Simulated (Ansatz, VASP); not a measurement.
Cu: VASP beside Ansatz

```
Cu
1.0
     0.00000    1.73617    1.87558
     1.73617    0.00000    1.87558
     1.73617    1.73617    0.00000
Cu
1
Direct
  0.00000 0.00000 0.00000
```

Alike in both runs: task single point; functional PBE; k mesh 24 × 24 × 24; occupations gaussian, width 0.15 eV; no spin polarisation.

|  | VASP | Ansatz |
| --- | --- | --- |
| version | VASP 6.6.1 | Ansatz 0.2.0 |
| potentials or method | VASP PAW PBE potentials, release 64 (Cu), cutoff 520 eV | scalar-relativistic, plane waves, PAW |
| valence electrons in the cell | 11 | 19 |

|  | VASP | Ansatz | Ansatz less VASP |
| --- | --- | --- | --- |
| gap on the k mesh at the Fermi level (eV) | none | none | - |
| pressure (GPa) | 10.2 | 9.2 | -1.00 |
| traceless stress, the component that is largest in VASP (GPa) | -4.53 | -4.54 | -0.007 |

A gap of «none» marks a metal or a gap that the smearing closes. VASP's potentials hold 11 valence electrons a cell and Ansatz's 19, so a difference there can come from the potentials and not from the codes.
